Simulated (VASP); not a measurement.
W16Cl, 17 atoms in the cell. The cell holds a slab with vacuum, 17 atoms: a = 6.367 Å, b = 6.367 Å, c = 20.143 Å, α = 90.00°, β = 90.00°, γ = 90.00°. 

- Program: VASP 6.6.1
- Task: single point
- Functional: PBE
- Potentials or basis: VASP PAW PBE potentials, release 64 (W_sv, Cl)
- Cutoff: 520 eV
- k mesh: 4 × 4 × 1
- Occupations: gaussian, width 0.1 eV
- Spin: no spin polarisation
- Dipole correction: yes
- Further INCAR settings: LREAL = Auto; ALGO = Fast; EDIFF = 1e-06; NBANDS = 130

Potentials or basis: VASP PAW PBE potentials, release 64 (W_sv, Cl).

Run with:

```bash
$ cat potpaw_PBE.64/W_sv/POTCAR potpaw_PBE.64/Cl/POTCAR > POTCAR
$ mpirun -np 1 vasp_std > vasp.out
```

Hardware: 1 thread of Oxide Virtual Turin-like Processor, with other jobs on the host.

Q: How long does it take, and how much memory?

A: It took 79 min on 1 thread of Oxide Virtual Turin-like Processor, on a shared host, peak memory 1 GiB. Counts: scf iterations 34, k points 9.
